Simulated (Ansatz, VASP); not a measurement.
# One calculation of ZrO2, two programs

```
Zr O
1.0
     0.00000    2.48775    2.48775
     2.48775    0.00000    2.48775
     2.48775    2.48775    0.00000
Zr O
1 2
Direct
  0.00000 0.00000 0.00000
  0.25000 0.25000 0.25000
  0.75000 0.75000 0.75000
```

Alike in both runs: task single point; functional PBE; k mesh 8 × 8 × 8; occupations gaussian, width 0.05 eV; no spin polarisation.

```csv
,VASP,Ansatz
version,VASP 6.6.1,Ansatz 0.2.0
potentials or method,"VASP PAW PBE potentials, release 64 (Zr_sv, O), cutoff 600 eV","scalar-relativistic, plane waves, PAW"
valence electrons in the cell,24,24
```

Ansatz gave:

```
gap on the k mesh at the Fermi level (eV) : 3.55
least direct gap on the mesh (eV)         : 4.05
pressure (GPa)                            : 23.5
```

Problem. Which values does VASP return?

Solution. gap on the k mesh at the Fermi level (eV): 3.54; least direct gap on the mesh (eV): 4.04; pressure (GPa): 23.7.
